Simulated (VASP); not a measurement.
# SnO (P4/nmm) in VASP: notebook, part 2 of 2

VASP 6.6.1.

## 5. Single point, PBEsol

This run uses another cell than the first one, of 17.48 Å³/atom, 1.063 times its volume.

Input file INCAR:

```
SYSTEM = SnO
  PREC = Accurate
  ENCUT = 520
  EDIFF = 1E-6
  ISMEAR = -1
  SIGMA = 0.01
  LREAL = .FALSE.
  LASPH = .TRUE.
  NELM = 60
  ALGO = Normal
  ISIF = 2
  LWAVE = .FALSE.
  LCHARG = .FALSE.
  GGA = PS
  NBANDS = 28
```

Input file KPOINTS:

```
Automatic mesh
0
G
  8 8 6
  0 0 0
```

Input file POSCAR:

```
SnO
1.0
    3.8020000000      0.0000000000      0.0000000000
    0.0000000000      3.8020000000      0.0000000000
    0.0000000000      0.0000000000      4.8360000000
Sn O
2 2
Direct
    0.0000000000      0.5000000000      0.2385000000
    0.5000000000      0.0000000000      0.7615000000
    0.0000000000      0.0000000000      0.0000000000
    0.5000000000      0.5000000000      0.0000000000
```

Potentials or basis: VASP PAW PBE potentials, release 64 (Sn_d, O).

The run is started by

```
cat potpaw_PBE.64/Sn_d/POTCAR potpaw_PBE.64/O/POTCAR > POTCAR
mpirun -np 1 vasp_std > vasp.out
```

OUTCAR:

```text
SYSTEM = SnO
   PREC = Accurate
   ENCUT = 520
   EDIFF = 1E-6
   ISMEAR = -1
   LREAL = .FALSE.
   LASPH = .TRUE.
   NELM = 60
   ISIF = 2
   GGA = PS

 ion  position               nearest neighbor table
   1  0.000  0.500  0.239-   3 2.22   4 2.22   3 2.22   4 2.22   2 3.54   2 3.54   2 3.54   2 3.54
                             2 3.69   2 3.69   2 3.69   2 3.69
   2  0.500  0.000  0.761-   3 2.22   4 2.22   4 2.22   3 2.22   1 3.54   1 3.54   1 3.54   1 3.54
                             1 3.69   1 3.69   1 3.69   1 3.69
   3  0.000  0.000  0.000-   1 2.22   2 2.22   1 2.22   2 2.22
   4  0.500  0.500  0.000-   1 2.22   2 2.22   2 2.22   1 2.22

  LATTYP: Found a simple tetragonal cell.
 ALAT       =     3.8020000000
 C/A-ratio  =     1.2719621252

  Lattice vectors:

 A1 = (   3.8020000000,   0.0000000000,   0.0000000000)
 A2 = (   0.0000000000,   3.8020000000,   0.0000000000)
 A3 = (   0.0000000000,   0.0000000000,   4.8360000000)

Analysis of symmetry for initial positions (statically):
=====================================================================
 Subroutine PRICEL returns:
 Original cell was already a primitive cell.

 Routine SETGRP: Setting up the symmetry group for a
 simple tetragonal supercell.

 Subroutine GETGRP returns: Found 16 space group operations
 (whereof  8 operations were pure point group operations)
 out of a pool of 16 trial point group operations.

The static configuration has the point symmetry D_2d.
 The point group associated with its full space group is D_4h.

Analysis of symmetry for dynamics (positions and initial velocities):
=====================================================================
 Subroutine PRICEL returns:
 Original cell was already a primitive cell.

 Routine SETGRP: Setting up the symmetry group for a
 simple tetragonal supercell.

 Subroutine GETGRP returns: Found 16 space group operations
 (whereof  8 operations were pure point group operations)
 out of a pool of 16 trial point group operations.

The dynamic configuration has the point symmetry D_2d.
 The point group associated with its full space group is D_4h.

 Subroutine INISYM returns: Found 16 space group operations
 (whereof  8 operations are pure point group operations),
 and found     1 'primitive' translations

----------------------------------------------------------------------------------------

                                     Primitive cell

  volume of cell :      69.9054

  direct lattice vectors                    reciprocal lattice vectors
     3.802000000  0.000000000  0.000000000     0.263019463  0.000000000  0.000000000
     0.000000000  3.802000000  0.000000000     0.000000000  0.263019463  0.000000000
     0.000000000  0.000000000  4.836000000     0.000000000  0.000000000  0.206782465

  length of vectors
     3.802000000  3.802000000  4.836000000     0.263019463  0.263019463  0.206782465

  position of ions in fractional coordinates (direct lattice)
     0.000000000  0.500000000  0.238500000
     0.500000000  0.000000000  0.761500000
     0.000000000  0.000000000  0.000000000
     0.500000000  0.500000000  0.000000000

  ion indices of the primitive-cell ions
   primitive index   ion index
                 1           1
                 2           2
                 3           3
                 4           4

----------------------------------------------------------------------------------------

 KPOINTS: Automatic mesh

Automatic generation of k-mesh.
 Grid dimensions read from file:
 generate k-points for:    8    8    6

 Generating k-lattice:

  Cartesian coordinates                     Fractional coordinates (reciprocal lattice)
     0.032877433  0.000000000  0.000000000     0.125000000  0.000000000  0.000000000
     0.000000000  0.032877433  0.000000000     0.000000000  0.125000000  0.000000000
     0.000000000  0.000000000  0.034463744     0.000000000  0.000000000  0.166666667

  Length of vectors
     0.032877433  0.032877433  0.034463744

  Shift w.r.t. Gamma in fractional coordinates (k-lattice)
     0.000000000  0.000000000  0.000000000

 Subroutine IBZKPT returns following result:
 ===========================================

 Found     60 irreducible k-points:

 Following reciprocal coordinates:
            Coordinates               Weight
  0.000000  0.000000  0.000000      1.000000
  0.125000  0.000000  0.000000      4.000000
  0.250000  0.000000  0.000000      4.000000
  0.375000  0.000000  0.000000      4.000000
  0.500000  0.000000  0.000000      2.000000
  0.125000  0.125000  0.000000      4.000000
[... 16 lines left out ...]
  0.375000  0.125000  0.166667     16.000000
  0.500000  0.125000  0.166667      8.000000
 [... further k-points ...]
   k-points           NKPTS =     60   k-points in BZ     NKDIM =     60   number of bands    NBANDS=     28
   number of dos      NEDOS =    301   number of ions     NIONS =      4
   total plane-waves  NPLWV =  28224
   dimension x,y,z NGX =    28 NGY =   28 NGZ =   36
   dimension x,y,z NGXF=    56 NGYF=   56 NGZF=   72
   ions per type =               2   2
   NGX,Y,Z   is equivalent  to a cutoff of  12.24, 12.24, 12.38 a.u.
   NGXF,Y,Z  is equivalent  to a cutoff of  24.49, 24.49, 24.75 a.u.
 SYSTEM =  SnO
   PREC   = accura    normal or accurate (medium, high low for compatibility)
   ISTART =      0    job   : 0-new  1-cont  2-samecut
   ICHARG =      2    charge: 1-file 2-atom 10-const
   ISPIN  =      1    spin polarized calculation?
   LNONCOLLINEAR =      F non collinear calculations
   LSORBIT =      F    spin-orbit coupling
   LASPH  =      T    aspherical Exc in radial PAW
   ENCUT  =  520.0 eV  38.22 Ry    6.18 a.u.   7.07  7.07  8.99*2*pi/ulx,y,z
   NELM   =     60;   NELMIN=  2; NELMDL= -5     # of ELM steps
   EDIFF  = 0.1E-05   stopping-criterion for ELM
   LREAL  =      F    real-space projection
   EDIFFG = 0.1E-04   stopping-criterion for IOM
   NSW    =      0    number of steps for IOM
   IBRION =     -1    ionic relax: 0-MD 1-quasi-New 2-CG
   NFREE  =      0    steps in history (QN), initial steepest desc. (CG)
   ISIF   =      2    stress and relaxation
   ISYM   =      2    0-nonsym 1-usesym 2-fastsym
   POTIM  = 0.5000    time-step for ionic-motion
   TEBEG  =    0.0;   TEEND  =   0.0 temperature during run
   PSTRESS=    0.0 pullay stress
   NELECT =      40.0000    total number of electrons
   NUPDOWN=      -1.0000    fix difference up-down
   EMIN   =  10.00;   EMAX   =-10.00  energy-range for DOS
   EFERMI =   0.00;   METHOD = LEGACY
   ISMEAR =    -1;   SIGMA  =   0.01  broadening in eV -4-tet -1-fermi 0-gaus
   EFERMI_NEDOS =   21; number of points for ismear=-14 and -15
   IALGO  =     38    algorithm
   IMIX   =      4    mixing-type and parameters
     AMIX     =   0.40;   BMIX     =  1.00
     AMIX_MAG =   1.60;   BMIX_MAG =  1.00
  volume/ion in A,a.u.               =      17.48       117.94
  Fermi-wavevector in a.u.,A,eV,Ry     =   1.359121  2.568365 25.132801  1.847209
  Thomas-Fermi vector in A             =   2.485896
   LORBIT       =      0    0 simple, 1 ext, 2 COOP (PROOUT), +10 PAW based schemes
   GGA     = PS    functional components
   LHFCALC =     F    Hartree Fock is set to
   AEXX    =    0.0000 exact exchange contribution
   IVDW    =     0    specifies the selected vdW correction
   LEPSILON=     F    determine dielectric tensor
   LRPA    =     F    only Hartree local field effects (RPA)
 non-spin polarized calculation
  energy-cutoff  :      520.00
  volume of cell :       69.91
 maximum number of plane-waves:      1904
   NGX = 15   NGY = 15   NGZ = 17

 number of electron      39.9999990 magnetization

 Free energy of the ion-electron system (eV)
  ---------------------------------------------------
  ext. energy  EPLUGINS =         0.00000000
  ---------------------------------------------------
  free energy    TOTEN  =       -24.21147158 eV

  energy without entropy =      -24.21126328  energy(sigma->0) =      -24.21136743

 E-fermi :   7.0553     XC(G=0): -10.4979

 val. band max:        7.0449613444   @ k =   0.0000   0.0000   0.0000
 cond. band min:       7.0553757971   @ k =   0.5000   0.5000   0.0000
 fundamental gap:      0.0104144527
 Fermi energy:         7.0552567018

 k-point     1 :       0.0000    0.0000    0.0000
  band No.  band energies     occupation
      1     -14.8788      2.00000
      2     -14.4312      2.00000
      3     -14.4312      2.00000
      4     -14.4273      2.00000
      5     -14.3807      2.00000
      6     -14.3759      2.00000
[... 20 lines left out ...]
     27      13.7304      0.00000
[... 691 lines left out ...]
      6     -14.3841      2.00000
[... 20 lines left out ...]
     27      15.5584      0.00000
     28      15.5584      0.00000

 [... further k-points ...]
[... 5 lines left out ...]
  --------------------------------------------------------------------------------------
  -------------------------------------------------------------------------------------
  Total        0.1350970      0.1350970     -0.0467254      0.0000000      0.0000000      0.0000000
  in kB        3.0963188      3.0963188     -1.0709093      0.0000000      0.0000000      0.0000000
  external PRESSURE =       1.7072428 kB  Pullay stress =       0.0000000 kB

 VOLUME and BASIS-vectors are now :
 -----------------------------------------------------------------------------
  energy-cutoff  :      520.00
  volume of cell :       69.91
      direct lattice vectors                 reciprocal lattice vectors
     3.802000000  0.000000000  0.000000000     0.263019463  0.000000000  0.000000000
     0.000000000  3.802000000  0.000000000     0.000000000  0.263019463  0.000000000
     0.000000000  0.000000000  4.836000000     0.000000000  0.000000000  0.206782465

 POSITION                                       TOTAL-FORCE (eV/Angst)
 -----------------------------------------------------------------------------------
      0.00000      1.90100      1.15339         0.000000      0.000000      0.149341
      1.90100      0.00000      3.68261        -0.000000      0.000000     -0.149341
      0.00000      0.00000      0.00000        -0.000000     -0.000000      0.000000
      1.90100      1.90100      0.00000         0.000000      0.000000      0.000000
 -----------------------------------------------------------------------------------
    total drift:                                0.000000      0.000000      0.000000

  FREE ENERGIE OF THE ION-ELECTRON SYSTEM (eV)
  ---------------------------------------------------
  free  energy   TOTEN  =       -24.2114715781 eV

  energy  without entropy=      -24.2112632806  energy(sigma->0) =      -24.21136743
```

OSZICAR:

```text
N       E                     dE             d eps       ncg     rms          rms(c)
DAV:   1     0.415427255773E+03    0.41543E+03   -0.19859E+04  3512   0.219E+03
DAV:   2     0.355643696723E+02   -0.37986E+03   -0.36413E+03  3464   0.542E+02
DAV:   3    -0.245476200814E+02   -0.60112E+02   -0.59033E+02  3868   0.181E+02
DAV:   4    -0.273869807306E+02   -0.28394E+01   -0.28245E+01  3824   0.418E+01
DAV:   5    -0.274559520676E+02   -0.68971E-01   -0.68963E-01  3704   0.706E+00    0.108E+01
DAV:   6    -0.242774864242E+02    0.31785E+01   -0.14397E+01  5432   0.431E+01    0.482E+00
DAV:   7    -0.242465183947E+02    0.30968E-01   -0.17755E+00  3908   0.804E+00    0.242E+00
DAV:   8    -0.242217756619E+02    0.24743E-01   -0.28894E-01  4120   0.351E+00    0.769E-01
DAV:   9    -0.242108402334E+02    0.10935E-01   -0.46279E-02  5328   0.231E+00    0.220E-01
DAV:  10    -0.242118610779E+02   -0.10208E-02   -0.72247E-03  4836   0.809E-01    0.147E-01
DAV:  11    -0.242114498988E+02    0.41118E-03   -0.15176E-03  5084   0.361E-01    0.269E-02
DAV:  12    -0.242114821507E+02   -0.32252E-04   -0.37421E-04  4144   0.112E-01    0.334E-02
DAV:  13    -0.242114715698E+02    0.10581E-04   -0.42549E-05  4244   0.539E-02    0.431E-03
DAV:  14    -0.242114715781E+02   -0.82291E-08   -0.25872E-06  3296   0.964E-03
   1 F= -.24211472E+02 E0= -.24211367E+02  d E =-.208297E-03
```

Wall time 40 s (1 thread of Intel Xeon 6975P-C (Granite Rapids), shared host); peak memory 0.23 GiB.

Results:

* Free energy: -24.2115 eV
* Pressure: 0.2 GPa
* Largest force: 0.149 eV/Å

Forces on the atoms (eV/Å):
```
Sn   0.000  0.000  0.149
Sn   0.000  0.000 -0.149
O    0.000  0.000  0.000
O    0.000  0.000  0.000
```

Caveat: the PAW data sets were made with another functional, which shifts forces and pressure a little; spin-orbit coupling is left out, which moves the levels of the heavy elements.

## 6. Overview

```tsv
cell	gap on the mesh (eV)	pressure (GPa)	largest force (eV/Å)
a = 3.688, b = 3.688, c = 4.836 Å, 4 atoms	none	7.6	0.94
a = 3.764, b = 3.764, c = 4.836 Å, 4 atoms	none	2.4	0.41
a = 3.878, b = 3.878, c = 4.836 Å, 4 atoms	0.23	-3.6	0.29
a = 3.802, b = 3.802, c = 4.836 Å, 4 atoms	-	0.2	0.15
```

Alike in all rows: task single point; level PBEsol; potentials or basis VASP PAW PBE potentials, release 64 (Sn_d, O); no spin polarisation; k mesh 8 × 8 × 6; cutoff (eV) 520; smearing fermi-dirac 0.01 eV.

Caveats: the PAW data sets were made with another functional, which shifts forces and pressure a little; spin-orbit coupling is left out, which moves the levels of the heavy elements.

Total energies depend on the potentials used, so only differences within one code and one set of settings carry meaning.
